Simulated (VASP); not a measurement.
# Ti2Al3Ru (P6/mmm) in VASP: a series of runs

Ti2Al3Ru is run at these levels: PBE; tasks: single point, relaxation of cell and atoms.

Program: VASP 6.6.1. These are calculated values, not measurements. Logs are shortened: lines on timing, memory, paths and dates and some standing lists are left out, and cuts for length are marked.

### Step 1. The cell of the first run

It takes space group P6/mmm (No. 191, hexagonal). The conventional cell has a = 5.069 Å, b = 5.069 Å, c = 4.587 Å, α = 90.00°, β = 90.00°, γ = 120.00°. Within 3.6 Å of Ti (site symmetry -6m2) lie 6 Al at 2.72 Å and 3 Ti at 2.93 Å and 3 Ru at 2.93 Å. Within 3.5 Å of Al (site symmetry mmm) lie 4 Al at 2.53 Å and 4 Ti at 2.72 Å and 4 Ru at 3.42 Å. Within 3.9 Å of Ru (site symmetry 6/mmm) lie 6 Ti at 2.93 Å and 12 Al at 3.42 Å.

The cell was built from a structure type or drawn by symmetry, and may not be a known phase.

### Step 2. Single point, PBE

The input, INCAR:

```
SYSTEM = Ti2Al3Ru
PREC = Accurate ; ENCUT = 520
EDIFF = 1E-7 ; ISMEAR = 0
SIGMA = 0.1 ; LREAL = .False.
LASPH = .True. ; NELM = 80
ALGO = Normal ; ISIF = 2
LWAVE = .False. ; LCHARG = .True.
GGA = PE ; LELF = .True.
LVHAR = .True. ; NBANDS = 32
```

The input, KPOINTS:

```
Automatic mesh
0
Gamma
  6 6 6
  0 0 0
```

The input, POSCAR:

```
Ti2Al3Ru
1.0
    5.0693664545      0.0000000000      0.0000000000
   -2.5346832273      4.3902001307      0.0000000000
    0.0000000000      0.0000000000      4.5869701340
Ti Al Ru
2 3 1
Direct
    0.3333333333      0.6666666667      0.0000000000
    0.6666666667      0.3333333333      0.0000000000
    0.5000000000      0.0000000000      0.5000000000
    0.5000000000      0.5000000000      0.5000000000
    0.0000000000      0.5000000000      0.5000000000
    0.0000000000      0.0000000000      0.0000000000
```

Potentials or basis: VASP PAW PBE potentials, release 64 (Ti_sv, Al, Ru_pv).

Run with:

```bash
$ cat potpaw_PBE.64/Ti_sv/POTCAR potpaw_PBE.64/Al/POTCAR potpaw_PBE.64/Ru_pv/POTCAR > POTCAR
$ mpirun -np 1 vasp_std > vasp.out
```

OUTCAR:

```text
SYSTEM = Ti2Al3Ru
   PREC = Accurate
   ENCUT = 520
   EDIFF = 1E-7
   ISMEAR = 0
   LREAL = .False.
   LASPH = .True.
   NELM = 80
   ISIF = 2
   GGA = PE

 ion  position               nearest neighbor table
   1  0.333  0.667  0.000-   5 2.72   5 2.72   3 2.72   3 2.72   4 2.72   4 2.72   6 2.93   6 2.93
                             6 2.93
   2  0.667  0.333  0.000-   5 2.72   5 2.72   3 2.72   3 2.72   4 2.72   4 2.72   6 2.93   6 2.93
                             6 2.93
   3  0.500  0.000  0.500-   5 2.53   5 2.53   4 2.53   4 2.53   1 2.72   2 2.72   1 2.72   2 2.72

   4  0.500  0.500  0.500-   5 2.53   5 2.53   3 2.53   3 2.53   1 2.72   2 2.72   1 2.72   2 2.72

   5  0.000  0.500  0.500-   3 2.53   3 2.53   4 2.53   4 2.53   1 2.72   2 2.72   1 2.72   2 2.72

   6  0.000  0.000  0.000-   1 2.93   2 2.93   2 2.93   1 2.93   2 2.93   1 2.93

  LATTYP: Found a hexagonal cell.
 ALAT       =     5.0693664545
 C/A-ratio  =     0.9048409057

  Lattice vectors:

 A1 = (   5.0693664545,   0.0000000000,   0.0000000000)
 A2 = (  -2.5346832273,   4.3902001307,   0.0000000000)
 A3 = (   0.0000000000,   0.0000000000,   4.5869701340)

Analysis of symmetry for initial positions (statically):
=====================================================================
 Subroutine PRICEL returns:
 Original cell was already a primitive cell.

 Routine SETGRP: Setting up the symmetry group for a
 hexagonal supercell.

 Subroutine GETGRP returns: Found 24 space group operations
 (whereof 24 operations were pure point group operations)
 out of a pool of 24 trial point group operations.

The static configuration has the point symmetry D_6h.

Analysis of symmetry for dynamics (positions and initial velocities):
=====================================================================
 Subroutine PRICEL returns:
 Original cell was already a primitive cell.

 Routine SETGRP: Setting up the symmetry group for a
 hexagonal supercell.

 Subroutine GETGRP returns: Found 24 space group operations
 (whereof 24 operations were pure point group operations)
 out of a pool of 24 trial point group operations.

The dynamic configuration has the point symmetry D_6h.

 Subroutine INISYM returns: Found 24 space group operations
 (whereof 24 operations are pure point group operations),
 and found     1 'primitive' translations

----------------------------------------------------------------------------------------
[... 104 lines left out ...]
   NSW    =      0    number of steps for IOM
   IBRION =     -1    ionic relax: 0-MD 1-quasi-New 2-CG
   NFREE  =      0    steps in history (QN), initial steepest desc. (CG)
   ISIF   =      2    stress and relaxation
   ISYM   =      2    0-nonsym 1-usesym 2-fastsym
   POTIM  = 0.5000    time-step for ionic-motion
   TEBEG  =    0.0;   TEEND  =   0.0 temperature during run
   PSTRESS=    0.0 pullay stress
   NELECT =      47.0000    total number of electrons
   NUPDOWN=      -1.0000    fix difference up-down
   EMIN   =  10.00;   EMAX   =-10.00  energy-range for DOS
   EFERMI =   0.00;   METHOD = LEGACY
   ISMEAR =     0;   SIGMA  =   0.10  broadening in eV -4-tet -1-fermi 0-gaus
   EFERMI_NEDOS =   21; number of points for ismear=-14 and -15
   IALGO  =     38    algorithm
   IMIX   =      4    mixing-type and parameters
     AMIX     =   0.40;   BMIX     =  1.00
     AMIX_MAG =   1.60;   BMIX_MAG =  1.00
  volume/ion in A,a.u.               =      17.01       114.82
  Fermi-wavevector in a.u.,A,eV,Ry     =   1.264114  2.388829 21.741885  1.597983
  Thomas-Fermi vector in A             =   2.397436
   LORBIT       =      0    0 simple, 1 ext, 2 COOP (PROOUT), +10 PAW based schemes
   GGA     = PE    functional components
   LHFCALC =     F    Hartree Fock is set to
   AEXX    =    0.0000 exact exchange contribution
   IVDW    =     0    specifies the selected vdW correction
   LEPSILON=     F    determine dielectric tensor
   LRPA    =     F    only Hartree local field effects (RPA)
 non-spin polarized calculation
 Gauss-broadening in eV      SIGMA  =   0.10
  energy-cutoff  :      520.00
  volume of cell :      102.09
 maximum number of plane-waves:      2770
 NGX is ok and might be reduce to    40
   NGX = 19   NGY = 19   NGZ = 17

 number of electron      47.0000010 magnetization

 Free energy of the ion-electron system (eV)
  ---------------------------------------------------
  ext. energy  EPLUGINS =         0.00000000
  ---------------------------------------------------
  free energy    TOTEN  =       -35.18893799 eV

  energy without entropy =      -35.15241261  energy(sigma->0) =      -35.17067530

 E-fermi :   7.7456     XC(G=0): -10.9629

 val. band max:        7.7336290393   @ k =   0.3333   0.1667   0.5000
 cond. band min:       7.7650709531   @ k =   0.1667   0.1667   0.3333
 fundamental gap:      0.0314419138
 Fermi energy:         7.7455565387

 k-point     1 :       0.0000    0.0000    0.0000
  band No.  band energies     occupation
      1     -48.9433      2.00000
      2     -48.8873      2.00000
      3     -34.5595      2.00000
      4     -34.5595      2.00000
      5     -34.4388      2.00000
      6     -25.3322      2.00000
[... 829 lines left out ...]
     31      10.4631      0.00000
     32      10.9629      0.00000

 [... further k-points ...]

------------------------ aborting loop because EDIFF is reached ----------------------------------------

  FORCE on cell =-STRESS in cart. coord.  units (eV):
  Direction    XX          YY          ZZ          XY          YZ          ZX
  --------------------------------------------------------------------------------------
  -------------------------------------------------------------------------------------
  Total       -0.0859022     -0.0859022      0.0092796      0.0000000     -0.0000000      0.0000000
  in kB       -1.3481892     -1.3481892      0.1456379      0.0000000     -0.0000000      0.0000000
  external PRESSURE =      -0.8502468 kB  Pullay stress =       0.0000000 kB

 VOLUME and BASIS-vectors are now :
 -----------------------------------------------------------------------------
  energy-cutoff  :      520.00
  volume of cell :      102.09
      direct lattice vectors                 reciprocal lattice vectors
     5.069366454  0.000000000  0.000000000     0.197263309  0.113890024  0.000000000
    -2.534683227  4.390200131  0.000000000     0.000000000  0.227780049  0.000000000
     0.000000000  0.000000000  4.586970134     0.000000000  0.000000000  0.218008832

 POSITION                                       TOTAL-FORCE (eV/Angst)
 -----------------------------------------------------------------------------------
     -0.00000      2.92680      0.00000        -0.000000      0.000000      0.000000
      2.53468      1.46340      0.00000        -0.000000     -0.000000     -0.000000
      2.53468      0.00000      2.29349         0.000000      0.000000      0.000000
      1.26734      2.19510      2.29349         0.000000      0.000000      0.000000
     -1.26734      2.19510      2.29349         0.000000      0.000000      0.000000
      0.00000      0.00000      0.00000         0.000000      0.000000      0.000000
 -----------------------------------------------------------------------------------
    total drift:                                0.000000     -0.000000      0.000000

  FREE ENERGIE OF THE ION-ELECTRON SYSTEM (eV)
  ---------------------------------------------------
  free  energy   TOTEN  =       -35.1889379850 eV

  energy  without entropy=      -35.1524126061  energy(sigma->0) =      -35.17067530
```

stdout:

```text
POSCAR found type information on POSCAR TiAlRu
 POSCAR found :  3 types and       6 ions
 scaLAPACK will be used
 LDA part: xc-table for (Slater+PW92), standard interpolation
 POSCAR, INCAR and KPOINTS ok, starting setup
 FFT: planning ... GRIDC
 FFT: planning ... GRID_SOFT
 FFT: planning ... GRID
 WAVECAR not read
 entering main loop
```

Wall time 99 s (1 thread of Intel Xeon Platinum 8259CL at 2.50GHz (Skylake/Cascade Lake), shared host); peak memory 0.27 GiB.

Results:

* Free energy: -35.1889 eV
* Pressure: -0.1 GPa
* Band gap on the k mesh: zero (an odd number of electrons rules out a gap without spin polarisation)

Levels at points of the mesh, in eV from the Fermi level:
| k point | band 20 | band 21 | band 22 | band 23 | band 24 | band 25 | band 26 | band 27 |
| --- | --- | --- | --- | --- | --- | --- | --- | --- |
| (0.00, 0.00, 0.00) | -1.44 | -1.44 | -1.03 | -0.79 | -0.79 | -0.17 | -0.17 | 1.74 |
| (0.50, 0.00, 0.00) | -1.58 | -1.55 | -1.01 | -0.23 | 0.35 | 0.65 | 1.14 | 1.63 |
| (0.00, 0.00, 0.50) | -1.90 | -1.35 | -0.12 | -0.12 | 0.14 | 0.31 | 0.43 | 0.43 |
| (0.50, 0.00, 0.50) | -0.88 | -0.79 | -0.28 | -0.10 | 0.02 | 0.11 | 0.57 | 0.87 |

### Step 3. Single point, PBE

The input, INCAR:

```
SYSTEM = Ti2Al3Ru
ALGO = Fast
EDIFF = 1E-7
ENCUT = 520
GGA = PE
ISIF = 2
ISMEAR = 0
LASPH = .True.
LCHARG = .False.
LREAL = .False.
LWAVE = .False.
NBANDS = 32
NELM = 80
PREC = Accurate
SIGMA = 0.1
```

The input, KPOINTS:

```
k-points
0
Gamma
  12 12 8
  0 0 0
```

Changes to POSCAR since step 2:

```diff
@@ -2,5 +2,5 @@
 1.0
-    5.0693664545      0.0000000000      0.0000000000
-   -2.5346832273      4.3902001307      0.0000000000
-    0.0000000000      0.0000000000      4.5869701340
+    5.0647077852      0.0000000000      0.0000000000
+   -2.5323538926      4.3861656047      0.0000000000
+    0.0000000000      0.0000000000      4.5924670588
 Ti Al Ru
```

Potentials or basis: VASP PAW PBE potentials, release 64 (Ti_sv, Al, Ru_pv).

Run with:

```bash
$ cat potpaw_PBE.64/Ti_sv/POTCAR potpaw_PBE.64/Al/POTCAR potpaw_PBE.64/Ru_pv/POTCAR > POTCAR
$ mpirun -np 1 vasp_std > vasp.out
```

Wall time 21 min (1 thread of Intel Xeon Platinum 8259CL at 2.50GHz (Skylake/Cascade Lake), shared host); peak memory 0.44 GiB.

It converged, with:

- Free energy: -35.1899 eV
- Pressure: -0.1 GPa
- Band gap on the k mesh: zero (an odd number of electrons rules out a gap without spin polarisation)

Levels at points of the mesh, in eV from the Fermi level:
```tsv
k point	band 21	band 22	band 23	band 24	band 25	band 26
(0.00, 0.00, 0.00)	-1.45	-1.03	-0.78	-0.78	-0.16	-0.16
(0.50, 0.00, 0.00)	-1.55	-1.00	-0.22	0.36	0.66	1.15
(0.00, 0.00, 0.50)	-1.36	-0.11	-0.11	0.15	0.32	0.44
(0.50, 0.00, 0.50)	-0.80	-0.27	-0.09	0.03	0.12	0.58
```

### Step 4. Single point, PBE, collinear spin, ferromagnetic start

The input, INCAR:

```
ALGO     = Fast           # electronic algorithm
EDIFF    = 1E-6           # SCF threshold, eV
ENCUT    = 520            # plane-wave cutoff, eV
GGA      = PE             # functional
ISIF     = 2              # what is computed and relaxed
ISMEAR   = 0              # smearing method
ISPIN    = 2              # spin polarisation
LASPH    = True           # aspherical terms in the spheres
LCHARG   = True           # write CHGCAR
LELF     = True           # ELF
LMAXMIX  = 4              # l up to which the mixer works
LORBIT   = 11             # projections on sites
LREAL    = False          # projectors in reciprocal space
LVHAR    = True         
LWAVE    = False          # write WAVECAR
MAGMOM   = 1 1 0 0 0 1    # initial moments
NBANDS   = 36             # bands
NELM     = 150            # most SCF steps
PREC     = Accurate       # precision mode
SIGMA    = 0.1            # smearing width, eV
```

The input, KPOINTS:

```
k-points
0
Gamma
  6 6 4
```

Changes to POSCAR since step 3:

```diff
@@ -2,5 +2,5 @@
 1.0
-    5.0647077852      0.0000000000      0.0000000000
-   -2.5323538926      4.3861656047      0.0000000000
-    0.0000000000      0.0000000000      4.5924670588
+    5.0693664545      0.0000000000      0.0000000000
+   -2.5346832273      4.3902001307      0.0000000000
+    0.0000000000      0.0000000000      4.5869701340
 Ti Al Ru
```

Run with:

```bash
$ cat potpaw_PBE.64/Ti_sv/POTCAR potpaw_PBE.64/Al/POTCAR potpaw_PBE.64/Ru_pv/POTCAR > POTCAR
$ mpirun -np 1 vasp_std > vasp.out
```

Wall time 6.9 min (1 thread of Intel Xeon Platinum 8259CL at 2.50GHz (Skylake/Cascade Lake), shared host); peak memory 0.35 GiB.

The run converged. Its results:

```
Free energy                                           : -35.1937 eV
Pressure                                              : -0.1 GPa
Net moment                                            : 0.00 μB per cell
Valence electrons inside the program's atomic spheres : Ti 10.26; Al 0.86; Ru 12.28
```

Stress tensor (GPa, compression positive):
```
-0.17  0.00  0.00
 0.00 -0.17  0.00
 0.00  0.00 -0.06
```

Levels at points of the mesh, in eV from the Fermi level:
Spin up:
```
           k point  band 21  band 22  band 23  band 24  band 25  band 26
(0.00, 0.00, 0.00)    -1.45    -1.04    -0.80    -0.80    -0.17    -0.17
(0.50, 0.00, 0.00)    -1.55    -1.01    -0.22     0.34     0.65     1.14
(0.00, 0.00, 0.50)    -1.36    -0.12    -0.12     0.14     0.31     0.44
(0.50, 0.00, 0.50)    -0.80    -0.28    -0.10     0.02     0.11     0.56
```
Spin down:
```
           k point  band 19  band 20  band 21  band 22  band 23  band 24  band 25  band 26  band 27  band 28
(0.00, 0.00, 0.00)    -1.63    -1.45    -1.45    -1.04    -0.80    -0.80    -0.17    -0.17     1.75     1.75
(0.50, 0.00, 0.00)    -1.80    -1.58    -1.55    -1.01    -0.22     0.34     0.65     1.14     1.63     2.41
(0.00, 0.00, 0.50)    -1.90    -1.90    -1.36    -0.12    -0.12     0.14     0.31     0.44     0.44     1.03
(0.50, 0.00, 0.50)    -1.70    -0.89    -0.80    -0.28    -0.10     0.02     0.11     0.56     0.87     0.96
```

### Step 5. Relaxation of cell and atoms, PBE

The input, INCAR:

```
SYSTEM = Ti2Al3Ru
ALGO = Fast
EDIFF = 1E-6
EDIFFG = -0.01
ENCUT = 600
GGA = PE
IBRION = 2
ISIF = 3
ISMEAR = 0
LASPH = .True.
LCHARG = .False.
LREAL = .False.
LWAVE = .False.
NELM = 80
NSW = 100
PREC = Accurate
SIGMA = 0.1
```

The input, KPOINTS:

```
k-points
0
Gamma
  12 12 8
  0 0 0
```

POSCAR is that of step 4.

Run with:

```bash
$ cat potpaw_PBE.64/Ti_sv/POTCAR potpaw_PBE.64/Al/POTCAR potpaw_PBE.64/Ru_pv/POTCAR > POTCAR
$ mpirun -np 1 vasp_std > vasp.out
```

It took 11 min on 1 thread of Intel Xeon 6975P-C (Granite Rapids), shared host; peak memory 0.5 GiB.

The run converged. Its results:

```yaml
Free_energy: -35.1900 eV
Relaxed_volume: 16.98 Å³/atom
Relaxed_cell: a = 5.063 Å, b = 5.063 Å, c = 4.590 Å, α = 90.00°, β = 90.00°, γ = 120.00°
Space_group_after_relaxing_to_0.1_Å: P6/mmm (No. 191)
Energy_gained_by_relaxing: 0.0 meV/atom
Ionic_steps: 2
Pressure_after_relaxing: 0.1 GPa
Band_gap_on_the_k_mesh: zero (an odd number of electrons rules out a gap without spin polarisation)
```

The path:
| step | energy change (eV) | largest force (eV/Å) | pressure (GPa) | volume (Å³) |
| --- | --- | --- | --- | --- |
| 1 | 0.0000 | 0.0000 | -0.13 | 102.09 |
| 2 | -0.0001 | 0.0000 | 0.07 | 101.88 |

Final structure:
```xyz
6
Lattice="5.0627 0.0000 0.0000 -2.5313 4.3844 0.0000 0.0000 0.0000 4.5898" Properties=species:S:1:pos:R:3 pbc="T T T"
Ti    0.0000    2.9229    0.0000
Ti    2.5313    1.4615    0.0000
Al    2.5313    0.0000    2.2949
Al    1.2657    2.1922    2.2949
Al    3.7970    2.1922    2.2949
Ru    5.0627    0.0000    0.0000
```

Levels at points of the mesh, in eV from the Fermi level:
```csv
k point,band 21,band 22,band 23,band 24,band 25,band 26
"(0.00, 0.00, 0.00)",-1.45,-1.03,-0.79,-0.79,-0.16,-0.16
"(0.50, 0.00, 0.00)",-1.55,-1.00,-0.22,0.36,0.66,1.16
"(0.00, 0.00, 0.50)",-1.36,-0.11,-0.11,0.15,0.32,0.45
"(0.50, 0.00, 0.50)",-0.80,-0.27,-0.09,0.03,0.12,0.58
```

### Step 6. Overview

```csv
task,spin,cell,k mesh,cutoff (eV),gap on the mesh (eV),pressure (GPa)
single point,off,"a = 5.069, b = 5.069, c = 4.587 Å, angles 90.0, 90.0, 120.0°, 6 atoms",6 × 6 × 6,520,none,-0.1
single point,off,"a = 5.065, b = 5.065, c = 4.592 Å, angles 90.0, 90.0, 120.0°, 6 atoms",12 × 12 × 8,520,none,-0.1
single point,"collinear, ferromagnetic start","a = 5.069, b = 5.069, c = 4.587 Å, angles 90.0, 90.0, 120.0°, 6 atoms",6 × 6 × 4,520,none,-0.1
relaxation of cell and atoms,off,"relaxed from a = 5.069, b = 5.069, c = 4.587 Å, angles 90.0, 90.0, 120.0°, 6 atoms",12 × 12 × 8,600,none,0.1
```

Alike in all rows: level PBE; potentials or basis VASP PAW PBE potentials, release 64 (Ti_sv, Al, Ru_pv); smearing gaussian 0.1 eV.

Absolute energies hang on the potentials; compare differences alone.
